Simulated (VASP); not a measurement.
**Fe: single point with LDA**

Fe:

```
Fe
1.0
    -1.35627    1.35627    1.35627
     1.35627   -1.35627    1.35627
     1.35627    1.35627   -1.35627
Fe
1
Cartesian
  0.0000 0.0000 0.0000
```

| Quantity | Value |
| --- | --- |
| Program | VASP 6.6.1 |
| Task | single point |
| Functional | LDA |
| Potentials or basis | VASP PAW LDA potentials, release 64 (Fe_sv) |
| Cutoff | 690 eV |
| k mesh | 22 × 22 × 22 |
| Occupations | gaussian, width 0.05 eV |
| Spin | collinear spin, ferromagnetic start |
| Starting moments | [2.13] μB |
| Dipole correction | no |
| Further INCAR settings | ALGO = Normal; EDIFF = 1e-06; NBANDS = 18 |

```
Pressure                                              : 9.2 GPa
Net moment                                            : 1.87 μB per cell
Site moments                                          : Fe +1.84 μB
Valence electrons inside the program's atomic spheres : Fe 13.84
```

Levels at points of the mesh, in eV from the Fermi level:
Spin up:
| k point | band 7 | band 8 | band 9 | band 10 | band 11 | band 12 |
| --- | --- | --- | --- | --- | --- | --- |
| (0.00, 0.00, 0.00) | -2.61 | -2.61 | -0.96 | -0.96 | 25.38 | 25.38 |
| (0.50, 0.00, 0.00) | -0.91 | -0.70 | 0.26 | 0.73 | 8.55 | 18.92 |
| (0.50, 0.50, 0.50) | 0.39 | 0.39 | 0.39 | 10.58 | 10.58 | 10.58 |
Spin down:
| k point | band 5 | band 6 | band 7 | band 8 | band 9 | band 10 |
| --- | --- | --- | --- | --- | --- | --- |
| (0.00, 0.00, 0.00) | -9.04 | -1.09 | -1.09 | -1.09 | 1.10 | 1.10 |
| (0.50, 0.00, 0.00) | -4.69 | -2.60 | 0.63 | 1.01 | 1.41 | 2.51 |
| (0.50, 0.50, 0.50) | -4.31 | -4.31 | 2.14 | 2.14 | 2.14 | 11.02 |

It took 78 s on 1 thread of Intel(R) Xeon(R) Platinum 8488C (Sapphire Rapids) (shared host), peak memory 0.22 GiB.

Caveat: the cell stands under pressure.
